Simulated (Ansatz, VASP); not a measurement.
# Nb2Te in VASP and in Ansatz

```
CELL_PARAMETERS angstrom
3.37743 0.00000 0.00000
0.00000 3.37743 0.00000
0.00000 0.00000 5.71398
ATOMIC_POSITIONS crystal
Nb 0.50000 0.50000 0.28002
Nb 0.50000 0.50000 0.71998
Te 0.00000 0.00000 0.00000
```

Alike in both runs: functional PBE; k mesh 6 × 6 × 4; occupations gaussian, width 0.1 eV; no spin polarisation.

Ansatz relaxed the structure, and its values are those at the end. VASP's run is a single point on that final structure, the one shown.

|  | VASP | Ansatz |
| --- | --- | --- |
| version | VASP 6.6.1 | Ansatz 0.2.0 |
| potentials or method | VASP PAW PBE potentials, release 64 (Nb_sv, Te), cutoff 520 eV | scalar-relativistic, plane waves, PAW |
| valence electrons in the cell | 32 | 42 |

VASP gave:

* gap on the k mesh at the Fermi level (eV): none
* pressure (GPa): -0.2
* rms of the force components (eV/Å): 0.020

Q: Estimate Ansatz's values.

A: gap on the k mesh at the Fermi level (eV): none; pressure (GPa): 0.0; rms of the force components (eV/Å): 0.009.

A gap of «none» marks a metal or a gap that the smearing closes. VASP's potentials hold 32 valence electrons a cell and Ansatz's 42, so a difference there can come from the potentials and not from the codes.

Spin-orbit coupling is off throughout.
